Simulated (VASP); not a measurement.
# Cu3Pt (P4/mmm) in VASP: further runs

Cu3Pt is run at these levels: LDA; tasks: electric field gradients.

Program: VASP 6.6.1. These are calculated values, not measurements. Logs are shortened: lines on timing, memory, paths and dates and some standing lists are left out, and cuts for length are marked.

## (1) The cell of the first run

The structure is tetragonal, space group P4/mmm (No. 123). Conventional cell: a = 3.710 Å, b = 3.710 Å, c = 3.636 Å, α = 90.00°, β = 90.00°, γ = 90.00°. Cu (site symmetry mmm) has 8 Cu at 2.60 to 2.62 Å and 4 Pt at 2.60 Å within 3.4 Å. Cu (site symmetry 4/mmm) has 8 Cu at 2.60 Å and 4 Pt at 2.62 Å within 3.4 Å. Within 3.4 Å of Pt (site symmetry 4/mmm) lie 12 Cu at 2.60 to 2.62 Å.

## (2) Electric field gradients, LDA (zz strain of -2 %)

Input file INCAR:

```
SYSTEM = Cu3Pt
  PREC = Accurate
  ENCUT = 520
  EDIFF = 1E-8
  ISMEAR = -1
  SIGMA = 0.05
  LREAL = .FALSE.
  LASPH = .TRUE.
  NELM = 60
  ALGO = Normal
  ISIF = 2
  LWAVE = .FALSE.
  LCHARG = .FALSE.
  LEFG = .TRUE.
  NBANDS = 30
```

Input file KPOINTS:

```
regular mesh
0
G
  9 9 9
  0 0 0
```

Input file POSCAR:

```
Cu3Pt
1.0
    3.7100000000      0.0000000000      0.0000000000
    0.0000000000      3.7100000000      0.0000000000
    0.0000000000      0.0000000000      3.6358000000
Cu Pt
3 1
Direct
    0.0000000000      0.5000000000      0.5000000000
    0.5000000000      0.0000000000      0.5000000000
    0.5000000000      0.5000000000      0.0000000000
    0.0000000000      0.0000000000      0.0000000000
```

Potentials or basis: VASP PAW LDA potentials, release 64 (Cu, Pt).

Run with:

```console
$ cat potpaw_LDA.64/Cu/POTCAR potpaw_LDA.64/Pt/POTCAR > POTCAR
$ mpirun -np 1 vasp_std > vasp.out
```

OUTCAR:

```text
SYSTEM = Cu3Pt
   PREC = Accurate
   ENCUT = 520
   EDIFF = 1E-8
   ISMEAR = -1
   LREAL = .FALSE.
   LASPH = .TRUE.
   NELM = 60
   ISIF = 2

 ion  position               nearest neighbor table
   1  0.000  0.500  0.500-   3 2.60   4 2.60   3 2.60   4 2.60   4 2.60   4 2.60   3 2.60   3 2.60
                             2 2.62   2 2.62   2 2.62   2 2.62
   2  0.500  0.000  0.500-   3 2.60   4 2.60   3 2.60   4 2.60   3 2.60   3 2.60   4 2.60   4 2.60
                             1 2.62   1 2.62   1 2.62   1 2.62
   3  0.500  0.500  0.000-   1 2.60   2 2.60   1 2.60   2 2.60   2 2.60   2 2.60   1 2.60   1 2.60
                             4 2.62   4 2.62   4 2.62   4 2.62
   4  0.000  0.000  0.000-   1 2.60   2 2.60   1 2.60   2 2.60   1 2.60   1 2.60   2 2.60   2 2.60
                             3 2.62   3 2.62   3 2.62   3 2.62

  LATTYP: Found a simple tetragonal cell.
 ALAT       =     3.7100000000
 C/A-ratio  =     0.9800000000

  Lattice vectors:

 A1 = (   3.7100000000,   0.0000000000,   0.0000000000)
 A2 = (   0.0000000000,   3.7100000000,   0.0000000000)
 A3 = (   0.0000000000,   0.0000000000,   3.6358000000)

Analysis of symmetry for initial positions (statically):
=====================================================================
 Subroutine PRICEL returns:
 Original cell was already a primitive cell.

 Routine SETGRP: Setting up the symmetry group for a
 simple tetragonal supercell.

 Subroutine GETGRP returns: Found 16 space group operations
 (whereof 16 operations were pure point group operations)
 out of a pool of 16 trial point group operations.

The static configuration has the point symmetry D_4h.

Analysis of symmetry for dynamics (positions and initial velocities):
=====================================================================
 Subroutine PRICEL returns:
 Original cell was already a primitive cell.

 Routine SETGRP: Setting up the symmetry group for a
 simple tetragonal supercell.

 Subroutine GETGRP returns: Found 16 space group operations
 (whereof 16 operations were pure point group operations)
 out of a pool of 16 trial point group operations.

The dynamic configuration has the point symmetry D_4h.

 Subroutine INISYM returns: Found 16 space group operations
 (whereof 16 operations are pure point group operations),
 and found     1 'primitive' translations

----------------------------------------------------------------------------------------

                                     Primitive cell

  volume of cell :      50.0435

  direct lattice vectors                    reciprocal lattice vectors
     3.710000000  0.000000000  0.000000000     0.269541779  0.000000000  0.000000000
     0.000000000  3.710000000  0.000000000     0.000000000  0.269541779  0.000000000
     0.000000000  0.000000000  3.635800000     0.000000000  0.000000000  0.275042632

  length of vectors
     3.710000000  3.710000000  3.635800000     0.269541779  0.269541779  0.275042632

  position of ions in fractional coordinates (direct lattice)
     0.000000000  0.500000000  0.500000000
     0.500000000  0.000000000  0.500000000
     0.500000000  0.500000000  0.000000000
     0.000000000  0.000000000  0.000000000

  ion indices of the primitive-cell ions
   primitive index   ion index
                 1           1
                 2           2
                 3           3
                 4           4

----------------------------------------------------------------------------------------

 KPOINTS: regular mesh

Automatic generation of k-mesh.
 Grid dimensions read from file:
 generate k-points for:    9    9    9

 Generating k-lattice:

[... 44 lines left out ...]
   number of dos      NEDOS =    301   number of ions     NIONS =      4
   total plane-waves  NPLWV =  21952
   dimension x,y,z NGX =    28 NGY =   28 NGZ =   28
   dimension x,y,z NGXF=    56 NGYF=   56 NGZF=   56
   ions per type =               3   1
   NGX,Y,Z   is equivalent  to a cutoff of  12.55, 12.55, 12.80 a.u.
   NGXF,Y,Z  is equivalent  to a cutoff of  25.09, 25.09, 25.61 a.u.
 SYSTEM =  Cu3Pt
   PREC   = accura    normal or accurate (medium, high low for compatibility)
   ISTART =      0    job   : 0-new  1-cont  2-samecut
   ICHARG =      2    charge: 1-file 2-atom 10-const
   ISPIN  =      1    spin polarized calculation?
   LNONCOLLINEAR =      F non collinear calculations
   LSORBIT =      F    spin-orbit coupling
   LASPH  =      T    aspherical Exc in radial PAW
   ENCUT  =  520.0 eV  38.22 Ry    6.18 a.u.   6.90  6.90  6.76*2*pi/ulx,y,z
   NELM   =     60;   NELMIN=  2; NELMDL= -5     # of ELM steps
   EDIFF  = 0.1E-07   stopping-criterion for ELM
   LREAL  =      F    real-space projection
   EDIFFG = 0.1E-06   stopping-criterion for IOM
   NSW    =      0    number of steps for IOM
   IBRION =     -1    ionic relax: 0-MD 1-quasi-New 2-CG
   NFREE  =      0    steps in history (QN), initial steepest desc. (CG)
   ISIF   =      2    stress and relaxation
   ISYM   =      2    0-nonsym 1-usesym 2-fastsym
   POTIM  = 0.5000    time-step for ionic-motion
   TEBEG  =    0.0;   TEEND  =   0.0 temperature during run
   PSTRESS=    0.0 pullay stress
   NELECT =      43.0000    total number of electrons
   NUPDOWN=      -1.0000    fix difference up-down
   EMIN   =  10.00;   EMAX   =-10.00  energy-range for DOS
   EFERMI =   0.00;   METHOD = LEGACY
   ISMEAR =    -1;   SIGMA  =   0.05  broadening in eV -4-tet -1-fermi 0-gaus
   EFERMI_NEDOS =   21; number of points for ismear=-14 and -15
   IALGO  =     38    algorithm
   IMIX   =      4    mixing-type and parameters
     AMIX     =   0.40;   BMIX     =  1.00
     AMIX_MAG =   1.60;   BMIX_MAG =  1.00
  volume/ion in A,a.u.               =      12.51        84.43
  Fermi-wavevector in a.u.,A,eV,Ry     =   1.556378  2.941128 32.957557  2.422312
  Thomas-Fermi vector in A             =   2.660182
   LORBIT       =      0    0 simple, 1 ext, 2 COOP (PROOUT), +10 PAW based schemes
   GGA     = CA    functional components
   LHFCALC =     F    Hartree Fock is set to
   AEXX    =    0.0000 exact exchange contribution
   IVDW    =     0    specifies the selected vdW correction
   LEPSILON=     F    determine dielectric tensor
   LRPA    =     F    only Hartree local field effects (RPA)
 non-spin polarized calculation
  energy-cutoff  :      520.00
  volume of cell :       50.04
 maximum number of plane-waves:      1366
 NGX is ok and might be reduce to    28
   NGX = 13   NGY = 13   NGZ = 13

 number of electron      43.0000075 magnetization

 Free energy of the ion-electron system (eV)
  ---------------------------------------------------
  ext. energy  EPLUGINS =         0.00000000
  ---------------------------------------------------
  free energy    TOTEN  =       -22.09543623 eV

  energy without entropy =      -22.08117392  energy(sigma->0) =      -22.08830508

 E-fermi :   8.2614     XC(G=0): -13.3185

 val. band max:        8.2609730842   @ k =   0.4444   0.4444   0.2222
 cond. band min:       8.2737041468   @ k =   0.4444   0.0000   0.4444
 fundamental gap:      0.0127310626
 Fermi energy:         8.2614400625

 k-point     1 :       0.0000    0.0000    0.0000
  band No.  band energies     occupation
      1      -1.0916      2.00000
      2       2.6942      2.00000
      3       2.6979      2.00000
      4       3.5574      2.00000
      5       3.5644      2.00000
      6       3.5644      2.00000
[... 781 lines left out ...]
     29      19.9123      0.00000
     30      20.7113      0.00000

 [... further k-points ...]

------------------------ aborting loop because EDIFF is reached ----------------------------------------

  FORCE on cell =-STRESS in cart. coord.  units (eV):
  Direction    XX          YY          ZZ          XY          YZ          ZX
  --------------------------------------------------------------------------------------
  -------------------------------------------------------------------------------------
  Total       -2.6150113     -2.6150113     -2.2535748      0.0000000     -0.0000000      0.0000000
  in kB      -83.7213738    -83.7213738    -72.1497384      0.0000000     -0.0000000      0.0000000
  external PRESSURE =     -79.8641620 kB  Pullay stress =       0.0000000 kB

 VOLUME and BASIS-vectors are now :
 -----------------------------------------------------------------------------
  energy-cutoff  :      520.00
  volume of cell :       50.04
      direct lattice vectors                 reciprocal lattice vectors
     3.710000000  0.000000000  0.000000000     0.269541779  0.000000000  0.000000000
     0.000000000  3.710000000  0.000000000     0.000000000  0.269541779  0.000000000
     0.000000000  0.000000000  3.635800000     0.000000000  0.000000000  0.275042632

 POSITION                                       TOTAL-FORCE (eV/Angst)
 -----------------------------------------------------------------------------------
      0.00000      1.85500      1.81790         0.000000      0.000000      0.000000
      1.85500      0.00000      1.81790         0.000000      0.000000      0.000000
      1.85500      1.85500      0.00000         0.000000      0.000000      0.000000
      0.00000      0.00000      0.00000         0.000000      0.000000      0.000000
 -----------------------------------------------------------------------------------
    total drift:                                0.000000      0.000000      0.000000

  FREE ENERGIE OF THE ION-ELECTRON SYSTEM (eV)
  ---------------------------------------------------
  free  energy   TOTEN  =       -22.0954362298 eV

  energy  without entropy=      -22.0811739242  energy(sigma->0) =      -22.08830508

 Electric field gradients (V/A^2)
---------------------------------------------------------------------
 ion       V_xx      V_yy      V_zz      V_xy      V_xz      V_yz
---------------------------------------------------------------------
   1      29.814   -15.684   -14.130     0.000     0.000    -0.000
   2     -15.684    29.814   -14.130    -0.000    -0.000    -0.000
   3     -14.097   -14.097    28.194     0.000    -0.000    -0.000
   4      -0.043    -0.043     0.086     0.000     0.000    -0.000
---------------------------------------------------------------------

 Electric field gradients after diagonalization (V/A^2)
 (convention: |V_zz| > |V_xx| > |V_yy|)
----------------------------------------------------------------------
 ion       V_xx      V_yy      V_zz     asymmetry (V_yy - V_xx)/ V_zz
----------------------------------------------------------------------
   1     -15.684   -14.130    29.814       0.052
   2     -15.684   -14.130    29.814       0.052
   3     -14.097   -14.097    28.194       0.000
   4      -0.043    -0.043     0.086       0.000
----------------------------------------------------------------------

           NMR quadrupolar parameters

 Cq : quadrupolar parameter    Cq=e*Q*V_zz/h
 eta: asymmetry parameters     (V_yy - V_xx)/ V_zz
 Q  : nuclear electric quadrupole moment in mb (millibarn)
----------------------------------------------------------------------
 ion       Cq(MHz)       eta       Q (mb)
----------------------------------------------------------------------
   1       0.072       0.052       1.000
   2       0.072       0.052       1.000
   3       0.068       0.000       1.000
   4       0.000       0.000       1.000
----------------------------------------------------------------------
```

Run time: 2.7 min. Hardware: 1 thread of Intel Xeon 8259CL, shared host; peak memory 0.22 GiB.

Results:

| Item | Value |
| --- | --- |
| Free energy | -22.0954 eV |
| Pressure | -8.0 GPa |
| Band gap on the k mesh | zero (an odd number of electrons rules out a gap without spin polarisation) |
| Largest electric field gradient by atom | Cu +29.8, +28.2 (each value once); Pt +0.1 V/Å² |

Stress tensor (GPa, compression positive):
```
-8.37  0.00  0.00
 0.00 -8.37  0.00
 0.00  0.00 -7.21
```

Electric field gradients, principal values (V/Å²):
| atom | least | middle | greatest (by size) |
| --- | --- | --- | --- |
| 1 Cu | -14.130 | -15.684 | 29.814 |
| 2 Cu | -14.130 | -15.684 | 29.814 |
| 3 Cu | -14.097 | -14.097 | 28.194 |
| 4 Pt | -0.043 | -0.043 | 0.086 |

Caveat: the cell differs from its parent crystal (zz strain of -2 %); the cell stands under tension; without QUAD_EFG the Cq values of the log hold for a quadrupole moment of 1 mb, not for the nuclei; spin-orbit coupling is left out, which moves the levels of the heavy elements.

[end of part 1 of 2]
